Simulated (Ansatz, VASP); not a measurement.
# Two plane-wave programs on NbRu3C

Contents of INCAR:

```
SYSTEM = NbRu3C
  PREC = Accurate
  ENCUT = 520
  EDIFF = 1E-6
  ISMEAR = -1
  SIGMA = 0.05
  LREAL = .FALSE.
  LASPH = .TRUE.
  NELM = 100
  ALGO = Normal
  ISIF = 2
  LWAVE = .FALSE.
  LCHARG = .FALSE.
  NBANDS = 38
```

Contents of KPOINTS:

```
Automatic mesh
0
G
  7 7 7
  0 0 0
```

POSCAR

```
NbRu3C
1.0
    4.0651380000      0.0000000000      0.0000000000
    0.0000000000      4.0651380000      0.0000000000
    0.0000000000      0.0000000000      4.0651380000
Ru Nb C
3 1 1
Direct
    0.5000000000      0.5000000000      0.0000000000
    0.5000000000      0.0000000000      0.5000000000
    0.0000000000      0.5000000000      0.5000000000
    0.0000000000      0.0000000000      0.0000000000
    0.5000000000      0.5000000000      0.5000000000
```

The input input.yaml:

```yaml
crystal:
  lattice:
    - [4.065138, 0.0, 0.0]
    - [0.0, 4.065138, 0.0]
    - [0.0, 0.0, 4.065138]
  atoms:
    - { symbol: Ru, position: [0.5, 0.5, 0.0] }
    - { symbol: Ru, position: [0.5, 0.0, 0.5] }
    - { symbol: Ru, position: [0.0, 0.5, 0.5] }
    - { symbol: Nb, position: [0.0, 0.0, 0.0] }
    - { symbol: C, position: [0.5, 0.5, 0.5] }
hamiltonian:
  xc: lda
  pseudopotentials: { kind: paw }
kpoints:
  mp_grid: { grid: [7, 7, 7] }
  band_path:
    path:
      - [[0.0, 0.0, 0.0], [0.0, 0.5, 0.0], [0.5, 0.5, 0.0], [0.0, 0.0, 0.0], [0.5, 0.5, 0.5], [0.0, 0.5, 0.0]]
      - [[0.5, 0.5, 0.0], [0.5, 0.5, 0.5]]
    npoints: 14
scf:
  occupations: { method: fermi_dirac, width: 0.05 }
  n_extra_bands: 12
output:
  forces: true
  stress: true
  eigenvalues: true
  fatbands: true
  write_density: true
  write_potential: true
  elf: true
  volumetric_format: npy
```

Alike in both runs: functional LDA; k mesh 7 × 7 × 7; occupations fermi-dirac, width 0.05 eV; no spin polarisation.

```csv
,VASP,Ansatz
version,VASP 6.6.1,Ansatz 0.2.0
potentials or method,"VASP PAW LDA potentials, release 64 (Ru_pv, Nb_sv, C)",Ansatz PAW
plane-wave cutoff (eV),520,420
valence electrons in the cell,59,65
task,single point,band structure
```

Ansatz gave:

```
gap on the k mesh at the Fermi level (eV) : none
pressure (GPa)                            : -16.9
```

**Question.** Estimate VASP's values.

**Answer.** gap on the k mesh at the Fermi level (eV): none; pressure (GPa): -16.3.

LDA's correlation is that of Perdew and Zunger in VASP and of Perdew and Wang (1992) in Ansatz. A gap of «none» marks a metal or a gap that the smearing closes. VASP's potentials hold 59 valence electrons a cell and Ansatz's 65, so a difference there can come from the potentials and not from the codes.
